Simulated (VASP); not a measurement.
# InP (Fm-3m) in VASP: a series of runs, part 3 of 3

VASP 6.6.1. The steps go on from the part before.

**6. Single point, PBE (volume scaled by 1.06)**

Contents of INCAR:

```
SYSTEM = InP
PREC     = Accurate       ! precision mode
ENCUT    = 520            ! plane-wave cutoff, eV
EDIFF    = 1E-7           ! SCF threshold, eV
ISMEAR   = -1             ! smearing method
SIGMA    = 0.03           ! smearing width, eV
LREAL    = .False.        ! projectors in reciprocal space
LASPH    = .True.         ! aspherical terms in the spheres
NELM     = 80             ! most SCF steps
ALGO     = Normal         ! electronic algorithm
ISIF     = 2              ! what is computed and relaxed
LWAVE    = .False.        ! write WAVECAR
LCHARG   = .False.        ! write CHGCAR
GGA      = PE             ! functional
NBANDS   = 16             ! bands
```

Contents of KPOINTS:

```
regular mesh
0
Gamma
  11 11 11
  0 0 0
```

Contents of POSCAR:

```
InP
1.0
    0.0000000000      2.9109946080      2.9109946080
    2.9109946080      0.0000000000      2.9109946080
    2.9109946080      2.9109946080      0.0000000000
In P
1 1
Direct
    0.0000000000      0.0000000000      0.0000000000
    0.5000000000      0.5000000000      0.5000000000
```

Potentials or basis: VASP PAW PBE potentials, release 64 (In_d, P).

Command:

```bash
cat potpaw_PBE.64/In_d/POTCAR potpaw_PBE.64/P/POTCAR > POTCAR
mpirun -np 1 vasp_std > vasp.out
```

OUTCAR:

```text
SYSTEM = InP
   PREC = Accurate
   ENCUT = 520
   EDIFF = 1E-7
   ISMEAR = -1
   LREAL = .False.
   LASPH = .True.
   NELM = 80
   ISIF = 2
   GGA = PE

 ion  position               nearest neighbor table
   1  0.000  0.000  0.000-   2 2.91   2 2.91   2 2.91   2 2.91   2 2.91   2 2.91
   2  0.500  0.500  0.500-   1 2.91   1 2.91   1 2.91   1 2.91   1 2.91   1 2.91

  LATTYP: Found a face centered cubic cell.
 ALAT       =     5.8219892160

  Lattice vectors:

 A1 = (   0.0000000000,   2.9109946080,   2.9109946080)
 A2 = (   2.9109946080,   0.0000000000,   2.9109946080)
 A3 = (   2.9109946080,   2.9109946080,   0.0000000000)

Analysis of symmetry for initial positions (statically):
=====================================================================
 Subroutine PRICEL returns:
 Original cell was already a primitive cell.

 Routine SETGRP: Setting up the symmetry group for a
 face centered cubic supercell.

 Subroutine GETGRP returns: Found 48 space group operations
 (whereof 48 operations were pure point group operations)
 out of a pool of 48 trial point group operations.

The static configuration has the point symmetry O_h .

Analysis of symmetry for dynamics (positions and initial velocities):
=====================================================================
 Subroutine PRICEL returns:
 Original cell was already a primitive cell.

 Routine SETGRP: Setting up the symmetry group for a
 face centered cubic supercell.

 Subroutine GETGRP returns: Found 48 space group operations
 (whereof 48 operations were pure point group operations)
 out of a pool of 48 trial point group operations.

The dynamic configuration has the point symmetry O_h .

 Subroutine INISYM returns: Found 48 space group operations
 (whereof 48 operations are pure point group operations),
 and found     1 'primitive' translations

[... 102 lines left out ...]
   POTIM  = 0.5000    time-step for ionic-motion
   TEBEG  =    0.0;   TEEND  =   0.0 temperature during run
   PSTRESS=    0.0 pullay stress
   NELECT =      18.0000    total number of electrons
   NUPDOWN=      -1.0000    fix difference up-down
   EMIN   =  10.00;   EMAX   =-10.00  energy-range for DOS
   EFERMI =   0.00;   METHOD = LEGACY
   ISMEAR =    -1;   SIGMA  =   0.03  broadening in eV -4-tet -1-fermi 0-gaus
   EFERMI_NEDOS =   21; number of points for ismear=-14 and -15
   IALGO  =     38    algorithm
   IMIX   =      4    mixing-type and parameters
     AMIX     =   0.40;   BMIX     =  1.00
     AMIX_MAG =   1.60;   BMIX_MAG =  1.00
  volume/ion in A,a.u.               =      24.67       166.46
  Fermi-wavevector in a.u.,A,eV,Ry     =   1.169807  2.210615 18.618875  1.368449
  Thomas-Fermi vector in A             =   2.306275
   LORBIT       =      0    0 simple, 1 ext, 2 COOP (PROOUT), +10 PAW based schemes
   GGA     = PE    functional components
   LHFCALC =     F    Hartree Fock is set to
   AEXX    =    0.0000 exact exchange contribution
   IVDW    =     0    specifies the selected vdW correction
   LEPSILON=     F    determine dielectric tensor
   LRPA    =     F    only Hartree local field effects (RPA)
 non-spin polarized calculation
  energy-cutoff  :      520.00
  volume of cell :       49.33
 maximum number of plane-waves:      1363
   NGX = 15   NGY = 15   NGZ = 15

 number of electron      17.9999997 magnetization

 Free energy of the ion-electron system (eV)
  ---------------------------------------------------
  ext. energy  EPLUGINS =         0.00000000
  ---------------------------------------------------
  free energy    TOTEN  =        -7.73339508 eV

  energy without entropy =       -7.73041668  energy(sigma->0) =       -7.73190588

 E-fermi :   5.3045     XC(G=0):  -9.7176

 val. band max:        5.2967531871   @ k =   0.4545   0.2727   0.0000
 cond. band min:       5.3385440256   @ k =  -0.0909   0.0909   0.0000
 fundamental gap:      0.0417908384
 Fermi energy:         5.3045047582

 k-point     1 :       0.0000    0.0000    0.0000
  band No.  band energies     occupation
      1      -8.7468      2.00000
      2      -8.7468      2.00000
      3      -8.7359      2.00000
      4      -8.7359      2.00000
      5      -8.7359      2.00000
      6      -5.6712      2.00000
[... 433 lines left out ...]
      3      -8.7326      2.00000
      4      -8.7145      2.00000
      5      -8.7049      2.00000
      6      -4.8064      2.00000
[... 8 lines left out ...]
     15      14.6707      0.00000
     16      15.8780      0.00000

 [... further k-points ...]
[... 5 lines left out ...]
  --------------------------------------------------------------------------------------
  -------------------------------------------------------------------------------------
  Total       -2.3490958     -2.3490958     -2.3490958      0.0000000      0.0000000      0.0000000
  in kB      -76.2881557    -76.2881557    -76.2881557      0.0000000      0.0000000      0.0000000
  external PRESSURE =     -76.2881557 kB  Pullay stress =       0.0000000 kB

 VOLUME and BASIS-vectors are now :
 -----------------------------------------------------------------------------
  energy-cutoff  :      520.00
  volume of cell :       49.33
      direct lattice vectors                 reciprocal lattice vectors
     0.000000000  2.910994608  2.910994608    -0.171762599  0.171762599  0.171762599
     2.910994608  0.000000000  2.910994608     0.171762599 -0.171762599  0.171762599
     2.910994608  2.910994608  0.000000000     0.171762599  0.171762599 -0.171762599

 POSITION                                       TOTAL-FORCE (eV/Angst)
 -----------------------------------------------------------------------------------
      0.00000      0.00000      0.00000         0.000000      0.000000      0.000000
      2.91099      2.91099      2.91099         0.000000     -0.000000     -0.000000
 -----------------------------------------------------------------------------------
    total drift:                                0.000000     -0.000000     -0.000000

  FREE ENERGIE OF THE ION-ELECTRON SYSTEM (eV)
  ---------------------------------------------------
  free  energy   TOTEN  =        -7.7333950786 eV

  energy  without entropy=       -7.7304166762  energy(sigma->0) =       -7.73190588
```

OSZICAR:

```text
N       E                     dE             d eps       ncg     rms          rms(c)
DAV:   1     0.109695772716E+03    0.10970E+03   -0.83636E+03  1800   0.126E+03
DAV:   2    -0.693357336953E+00   -0.11039E+03   -0.10563E+03  1976   0.297E+02
DAV:   3    -0.782063058940E+01   -0.71273E+01   -0.70351E+01  2384   0.725E+01
DAV:   4    -0.799897971636E+01   -0.17835E+00   -0.17828E+00  2208   0.122E+01
DAV:   5    -0.800745637354E+01   -0.84767E-02   -0.84765E-02  2744   0.233E+00    0.371E+00
DAV:   6    -0.773567537432E+01    0.27178E+00   -0.54179E-01  2736   0.992E+00    0.206E+00
DAV:   7    -0.773302909227E+01    0.26463E-02   -0.54439E-02  2304   0.158E+00    0.978E-01
DAV:   8    -0.773324410723E+01   -0.21501E-03   -0.51281E-03  2224   0.765E-01    0.823E-02
DAV:   9    -0.773334189542E+01   -0.97788E-04   -0.35692E-04  2656   0.238E-01    0.677E-02
DAV:  10    -0.773338426436E+01   -0.42369E-04   -0.48622E-05  2120   0.504E-02    0.201E-02
DAV:  11    -0.773339484860E+01   -0.10584E-04   -0.95782E-06  2344   0.199E-02    0.340E-03
DAV:  12    -0.773339523227E+01   -0.38366E-06   -0.10185E-06  2240   0.130E-02    0.211E-03
DAV:  13    -0.773339512809E+01    0.10417E-06   -0.63521E-08  1576   0.411E-03    0.102E-03
DAV:  14    -0.773339507860E+01    0.49490E-07   -0.41119E-08  1640   0.165E-03
   1 F= -.77333951E+01 E0= -.77319059E+01  d E =-.297840E-02
```

stdout:

```text
POSCAR found type information on POSCAR InP
 POSCAR found :  2 types and       2 ions
 scaLAPACK will be used
 LDA part: xc-table for (Slater+PW92), standard interpolation
 POSCAR, INCAR and KPOINTS ok, starting setup
 FFT: planning ... GRIDC
 FFT: planning ... GRID_SOFT
 FFT: planning ... GRID
 WAVECAR not read
 entering main loop
```

It took 20 s on 1 thread of Intel Xeon Platinum 8488C (Sapphire Rapids), shared host; peak memory 0.19 GiB.

What came out:

| Quantity | Value |
| --- | --- |
| Free energy | -7.7334 eV |
| Pressure | -7.6 GPa |
| Band gap on the k mesh | zero (band 9 reaches 5.59 eV, above the bottom of band 10 at 3.48 eV) |

Caveat: spin-orbit coupling is left out, which moves the levels of the heavy elements.

**7. Overview**

```tsv
cell	gap on the mesh (eV)	pressure (GPa)
a = 3.956 Å, angles 60.0°, 2 atoms	none	-2.1
a = 3.997 Å, angles 60.0°, 2 atoms	none	-3.9
a = 4.038 Å, angles 60.0°, 2 atoms	none	-5.4
a = 4.078 Å, angles 60.0°, 2 atoms	none	-6.6
a = 4.117 Å, angles 60.0°, 2 atoms	none	-7.6
```

Alike in all rows: task single point; level PBE; potentials or basis VASP PAW PBE potentials, release 64 (In_d, P); no spin polarisation; k mesh 11 × 11 × 11; cutoff (eV) 520; smearing fermi-dirac 0.03 eV.

Caveats: spin-orbit coupling is left out, which moves the levels of the heavy elements.

Total energies depend on the potentials used, so only differences within one code and one set of settings carry meaning.
